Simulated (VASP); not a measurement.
Runs of VASP 6.6.1 on HfN. The structure is that of space group F-43m (No. 216), or close to it. The cells are those of the table. 

```tsv
cell	gap on the mesh (eV)	pressure (GPa)
a = 3.626 Å, angles 60.0°, 2 atoms	none	-19.6
a = 3.598 Å, angles 60.0°, 2 atoms	none	-17.0
a = 3.613 Å, angles 60.0°, 2 atoms	none	-18.4
a = 3.639 Å, angles 60.0°, 2 atoms	none	(a)
```

Alike in all rows: task single point; level PBE; potentials or basis VASP PAW PBE potentials, release 64 (Hf_pv, N); no spin polarisation; k mesh 14 × 14 × 14; cutoff (eV) 520; smearing gaussian 0.1 eV.

**Question.** Fill in the values left out.

**Answer.** (a) -20.8.

Caveats: the cell stands under tension; spin-orbit coupling is left out, which moves the levels of the heavy elements.

A k mesh can miss the band edges, and the runs leave out spin-orbit coupling on Hf.

A gap of «none» marks levels without a gap at the run's occupations.
